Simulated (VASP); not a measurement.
# NaH (Fm-3m) in VASP: a series of runs

Runs on NaH. Level: r2SCAN. Tasks: single point.

Everything below comes from runs of VASP 6.6.1. Logs are shortened: lines on timing, memory, paths and dates and some standing lists are left out, and cuts for length are marked.

## Step 1: The cell of the first run

The structure is cubic, space group Fm-3m (No. 225). Conventional cell: a = 4.697 Å, b = 4.697 Å, c = 4.697 Å, α = 90.00°, β = 90.00°, γ = 90.00°. Na (site symmetry m-3m) has 6 H at 2.35 Å within 3.1 Å. H (site symmetry m-3m) has 6 Na at 2.35 Å within 3.1 Å.

## Step 2: Single point, r2SCAN (volume changed by -6%)

POSCAR reads:

```
NaH
1.0
    0.0000000000      2.3485697277      2.3485697277
    2.3485697277      0.0000000000      2.3485697277
    2.3485697277      2.3485697277      0.0000000000
Na H
1 1
Direct
    0.0000000000      0.0000000000      0.0000000000
    0.5000000000      0.5000000000      0.5000000000
```

INCAR.step1 reads:

```
SYSTEM = NaH
  PREC = Accurate
  ENCUT = 520
  ISMEAR = 0
  SIGMA = 0.01
  LREAL = .False.
  LASPH = .True.
  NELM = 100
  NBANDS = 11
  GGA = PE
  ALGO = Normal
  EDIFF = 1E-4
  LWAVE = .True.
  LCHARG = .False.
```

INCAR.step2 reads:

```
SYSTEM = NaH
  PREC = Accurate
  ENCUT = 520
  EDIFF = 1E-6
  ISMEAR = 0
  SIGMA = 0.01
  LREAL = .False.
  LASPH = .True.
  NELM = 100
  ALGO = Normal
  ISIF = 2
  LWAVE = .False.
  LCHARG = .False.
  METAGGA = R2SCAN
  LMIXTAU = .True.
  NBANDS = 11
  ISTART = 1
```

KPOINTS reads:

```
Automatic mesh
0
Gamma
  8 8 8
  0 0 0
```

Potentials or basis: VASP PAW PBE potentials, release 64 (Na_pv, H).

Run with:

```bash
cat potpaw_PBE.64/Na_pv/POTCAR potpaw_PBE.64/H/POTCAR > POTCAR
cp INCAR.step1 INCAR
mpirun -np 1 vasp_std > vasp.out
cp INCAR.step2 INCAR
mpirun -np 1 vasp_std > vasp.out
```

OUTCAR:

```text
SYSTEM = NaH
   PREC = Accurate
   ENCUT = 520
   EDIFF = 1E-6
   ISMEAR = 0
   LREAL = .False.
   LASPH = .True.
   NELM = 100
   ISIF = 2
   METAGGA = R2SCAN
   ISTART = 1

 ion  position               nearest neighbor table
   1  0.000  0.000  0.000-
   2  0.500  0.500  0.500-

  LATTYP: Found a face centered cubic cell.
 ALAT       =     4.6971394554

  Lattice vectors:

 A1 = (   0.0000000000,   2.3485697277,   2.3485697277)
 A2 = (   2.3485697277,   0.0000000000,   2.3485697277)
 A3 = (   2.3485697277,   2.3485697277,   0.0000000000)

Analysis of symmetry for initial positions (statically):
=====================================================================
 Subroutine PRICEL returns:
 Original cell was already a primitive cell.

 Routine SETGRP: Setting up the symmetry group for a
 face centered cubic supercell.

 Subroutine GETGRP returns: Found 48 space group operations
 (whereof 48 operations were pure point group operations)
 out of a pool of 48 trial point group operations.

The static configuration has the point symmetry O_h .

Analysis of symmetry for dynamics (positions and initial velocities):
=====================================================================
 Subroutine PRICEL returns:
 Original cell was already a primitive cell.

 Routine SETGRP: Setting up the symmetry group for a
 face centered cubic supercell.

 Subroutine GETGRP returns: Found 48 space group operations
 (whereof 48 operations were pure point group operations)
 out of a pool of 48 trial point group operations.

The dynamic configuration has the point symmetry O_h .

 Subroutine INISYM returns: Found 48 space group operations
 (whereof 48 operations are pure point group operations),
 and found     1 'primitive' translations

----------------------------------------------------------------------------------------

                                     Primitive cell

  volume of cell :      25.9084

  direct lattice vectors                    reciprocal lattice vectors
     0.000000000  2.348569728  2.348569728    -0.212895531  0.212895531  0.212895531
     2.348569728  0.000000000  2.348569728     0.212895531 -0.212895531  0.212895531
     2.348569728  2.348569728  0.000000000     0.212895531  0.212895531 -0.212895531

  length of vectors
     3.321379161  3.321379161  3.321379161     0.368745877  0.368745877  0.368745877

  position of ions in fractional coordinates (direct lattice)
     0.000000000  0.000000000  0.000000000
[... 81 lines left out ...]
   NSW    =      0    number of steps for IOM
   IBRION =     -1    ionic relax: 0-MD 1-quasi-New 2-CG
   NFREE  =      0    steps in history (QN), initial steepest desc. (CG)
   ISIF   =      2    stress and relaxation
   ISYM   =      2    0-nonsym 1-usesym 2-fastsym
   POTIM  = 0.5000    time-step for ionic-motion
   TEBEG  =    0.0;   TEEND  =   0.0 temperature during run
   PSTRESS=    0.0 pullay stress
   NELECT =       8.0000    total number of electrons
   NUPDOWN=      -1.0000    fix difference up-down
   EMIN   =  10.00;   EMAX   =-10.00  energy-range for DOS
   EFERMI =   0.00;   METHOD = LEGACY
   ISMEAR =     0;   SIGMA  =   0.01  broadening in eV -4-tet -1-fermi 0-gaus
   EFERMI_NEDOS =   21; number of points for ismear=-14 and -15
   IALGO  =     38    algorithm
   IMIX   =      4    mixing-type and parameters
     AMIX     =   0.40;   BMIX     =  1.00
     AMIX_MAG =   1.60;   BMIX_MAG =  1.00
  volume/ion in A,a.u.               =      12.95        87.42
  Fermi-wavevector in a.u.,A,eV,Ry     =   1.106517  2.091014 16.658695  1.224380
  Thomas-Fermi vector in A             =   2.243019
   LORBIT       =      0    0 simple, 1 ext, 2 COOP (PROOUT), +10 PAW based schemes
   METAGGA = R2SCAN    functional components
   LHFCALC =     F    Hartree Fock is set to
   AEXX    =    0.0000 exact exchange contribution
   IVDW    =     0    specifies the selected vdW correction
   LEPSILON=     F    determine dielectric tensor
   LRPA    =     F    only Hartree local field effects (RPA)
 non-spin polarized calculation
 Gauss-broadening in eV      SIGMA  =   0.01
  energy-cutoff  :      520.00
  volume of cell :       25.91
 maximum number of plane-waves:       725
 NGX is ok and might be reduce to    28
   NGX = 13   NGY = 13   NGZ = 13

 number of electron       8.0000005 magnetization

 Free energy of the ion-electron system (eV)
  ---------------------------------------------------
  ext. energy  EPLUGINS =         0.00000000
  ---------------------------------------------------
  free energy    TOTEN  =        -7.59637893 eV

  energy without entropy =       -7.59637893  energy(sigma->0) =       -7.59637893

 E-fermi :  -1.0850     XC(G=0):  -8.4596

 val. band max:       -1.1838354435   @ k =  -0.2500   0.5000   0.2500
 cond. band min:       3.3407212471   @ k =   0.5000   0.0000   0.0000
 fundamental gap:      4.5245566906
 Fermi energy:        -1.0849761270

 k-point     1 :       0.0000    0.0000    0.0000
  band No.  band energies     occupation
      1     -23.9273      2.00000
      2     -23.9269      2.00000
      3     -23.9269      2.00000
      4      -4.9741      2.00000
      5      11.0639      0.00000
      6      15.8211      0.00000
      7      15.8211      0.00000
      8      15.8211      0.00000
      9      16.9688      0.00000
     10      16.9688      0.00000
     11      16.9688      0.00000
[... 309 lines left out ...]
 k-point    24 :      -0.3750    0.2500    0.1250
  band No.  band energies     occupation
      1     -24.0270      2.00000
      2     -23.9698      2.00000
      3     -23.9500      2.00000
      4      -1.6708      2.00000
      5       4.1759      0.00000
      6       7.6188      0.00000
      7      11.1940      0.00000
      8      15.6507      0.00000
      9      16.7037      0.00000
     10      20.2333      0.00000
     11      22.5327      0.00000

 [... further k-points ...]
[... 5 lines left out ...]
  --------------------------------------------------------------------------------------
  -------------------------------------------------------------------------------------
  Total        0.2436569      0.2436569      0.2436569      0.0000000      0.0000000     -0.0000000
  in kB       15.0677680     15.0677680     15.0677680      0.0000000      0.0000000     -0.0000000
  external PRESSURE =      15.0677680 kB  Pullay stress =       0.0000000 kB

 VOLUME and BASIS-vectors are now :
 -----------------------------------------------------------------------------
  energy-cutoff  :      520.00
  volume of cell :       25.91
      direct lattice vectors                 reciprocal lattice vectors
     0.000000000  2.348569728  2.348569728    -0.212895531  0.212895531  0.212895531
     2.348569728  0.000000000  2.348569728     0.212895531 -0.212895531  0.212895531
     2.348569728  2.348569728  0.000000000     0.212895531  0.212895531 -0.212895531

 POSITION                                       TOTAL-FORCE (eV/Angst)
 -----------------------------------------------------------------------------------
      0.00000      0.00000      0.00000         0.000000      0.000000     -0.000000
      2.34857      2.34857      2.34857         0.000000      0.000000      0.000000
 -----------------------------------------------------------------------------------
    total drift:                               -0.000000      0.000000      0.000000

  FREE ENERGIE OF THE ION-ELECTRON SYSTEM (eV)
  ---------------------------------------------------
  free  energy   TOTEN  =        -7.5963789293 eV

  energy  without entropy=       -7.5963789293  energy(sigma->0) =       -7.59637893
```

OUTCAR.step1:

```text
SYSTEM = NaH
   PREC = Accurate
   ENCUT = 520
   ISMEAR = 0
   LREAL = .False.
   LASPH = .True.
[... 558 lines left out ...]
      0.00000      0.00000      0.00000        -0.000000      0.000000     -0.000000
      2.34857      2.34857      2.34857         0.000000     -0.000000      0.000000
 -----------------------------------------------------------------------------------
    total drift:                               -0.000000      0.000000      0.000000

  FREE ENERGIE OF THE ION-ELECTRON SYSTEM (eV)
  ---------------------------------------------------
  free  energy   TOTEN  =        -5.0715353485 eV

  energy  without entropy=       -5.0715353485  energy(sigma->0) =       -5.07153535
```

OSZICAR.step1:

```text
N       E                     dE             d eps       ncg     rms          rms(c)
DAV:   1     0.390055858406E+02    0.39006E+02   -0.46025E+03   644   0.739E+02
DAV:   2    -0.414536511571E+01   -0.43151E+02   -0.42458E+02   662   0.202E+02
DAV:   3    -0.549913433251E+01   -0.13538E+01   -0.13520E+01   765   0.334E+01
DAV:   4    -0.550828388548E+01   -0.91496E-02   -0.91486E-02   753   0.274E+00
DAV:   5    -0.550836067341E+01   -0.76788E-04   -0.76788E-04   727   0.261E-01    0.326E+00
DAV:   6    -0.516562823769E+01    0.34273E+00   -0.30843E-01   749   0.293E+00    0.154E+00
DAV:   7    -0.506742121565E+01    0.98207E-01   -0.31769E-01   716   0.227E+00    0.343E-01
DAV:   8    -0.507155042897E+01   -0.41292E-02   -0.93745E-03   710   0.999E-01    0.675E-02
DAV:   9    -0.507155365630E+01   -0.32273E-05   -0.10318E-03   754   0.358E-01    0.233E-02
DAV:  10    -0.507153534855E+01    0.18308E-04   -0.54827E-05   450   0.498E-02
   1 F= -.50715353E+01 E0= -.50715353E+01  d E =-.835274E-27
```

Run time: 79 s. Hardware: 1 thread of AMD EPYC 7R13, shared host; peak memory 0.13 GiB.

What came out:

```yaml
Free_energy: -7.5964 eV
Pressure: 1.5 GPa
Band_gap_on_the_k_mesh: 4.52 eV, indirect (least direct gap 5.39 eV)
```

Caveat: the PAW data sets were made with another functional, which shifts forces and pressure a little.

[end of part 1 of 2]
